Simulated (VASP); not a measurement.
# WC: single point with PBEsol

The system is WC.

```xyz
16
Lattice="-3.0378 -5.2616 0.0000 4.5567 -2.6308 0.0000 0.0000 0.0000 5.9303" Properties=species:S:1:pos:R:3 pbc="T T T"
W    -0.0656   -5.2201    0.0207
W     0.1954   -5.3018    2.7565
W    -1.6700   -2.5825   -0.3094
W    -1.4383   -2.6799    2.4633
W     1.3703   -2.7267   -0.1790
W     1.6425   -2.6849    2.8300
W    -0.0718    0.1350   -0.3330
W     0.0155   -0.0960    2.4043
C     1.5368   -4.2166    1.4022
C     1.7313   -4.3873    4.1996
C    -0.1763   -1.6965    1.0381
C     0.1023   -1.9459    4.2464
C     3.0691   -1.8197    1.2894
C     2.8673   -2.1870    4.1069
C    -1.4136   -4.7291    1.6267
C    -1.4604   -4.3639    4.0819
```

| Property | Result |
| --- | --- |
| Program | VASP 6.6.1 |
| Task | single point |
| Functional | PBEsol |
| Potentials or basis | VASP PAW PBE potentials, release 64 (W_sv, C) |
| Cutoff | 520 eV |
| k mesh | 2 × 2 × 2 |
| Occupations | fermi-dirac, width 0.24 eV |
| Spin | no spin polarisation |

```yaml
Pressure: -22.2 GPa
Largest_force: 7.012 eV/Å
Band_gap_on_the_k_mesh: zero (bands 72 and 73 overlap by 0.27 eV)
```

Forces on the atoms (eV/Å):
```
W    0.195 -0.012 -2.890
W   -1.396 -0.729  2.250
W    2.949 -0.808 -0.679
W   -0.338 -0.364  4.630
W    1.499  1.350 -0.811
W   -4.300 -0.415 -2.942
W    0.126 -2.329 -1.575
W   -1.326 -0.706  6.724
C   -0.268 -2.437 -2.014
C   -2.020 -0.028 -0.906
C    0.624 -0.277 -0.451
C   -1.733  1.172 -1.102
C   -0.396  0.930 -1.076
C    5.168  2.730  3.874
C    1.332  2.426 -4.573
C   -0.115 -0.502  1.541
```

Stress tensor (GPa, compression positive):
```
-19.55   1.69   4.20
  1.69 -23.99  -0.79
  4.20  -0.79 -22.98
```

Levels at points of the mesh, in eV from the Fermi level:
| k point | band 69 | band 70 | band 71 | band 72 | band 73 | band 74 | band 75 | band 76 |
| --- | --- | --- | --- | --- | --- | --- | --- | --- |
| (0.00, 0.00, 0.00) | -0.67 | -0.55 | -0.18 | 0.01 | 0.16 | 0.26 | 0.71 | 1.36 |
| (0.50, 0.00, 0.00) | -1.05 | -0.84 | -0.34 | 0.11 | 0.24 | 0.41 | 0.62 | 0.74 |
| (0.00, 0.50, 0.00) | -0.96 | -0.60 | -0.08 | 0.20 | 0.75 | 0.81 | 1.08 | 1.34 |
| (0.50, 0.50, 0.00) | -1.26 | -1.17 | -0.88 | -0.67 | 0.31 | 0.63 | 1.06 | 1.24 |
| (0.00, 0.00, 0.50) | -1.13 | -0.81 | -0.40 | -0.10 | 0.10 | 0.32 | 1.03 | 1.23 |
| (0.50, 0.00, 0.50) | -1.03 | -0.83 | -0.59 | -0.19 | -0.07 | 0.18 | 0.22 | 0.31 |
| (0.00, 0.50, 0.50) | -0.92 | -0.82 | -0.68 | -0.33 | 0.42 | 0.55 | 0.78 | 0.98 |
| (0.50, 0.50, 0.50) | -1.26 | -1.18 | -0.82 | -0.68 | -0.07 | 0.45 | 0.89 | 1.07 |

It took 2.5 min on 1 thread of Intel(R) Xeon(R) 6975P-C (Granite Rapids), with other jobs on the host, peak memory 0.33 GiB.

Caveat: the k points lie up to 0.60 Å⁻¹ apart; the PAW data sets were made with another functional, which shifts forces and pressure a little; spin-orbit coupling is left out, which moves the levels of the heavy elements.
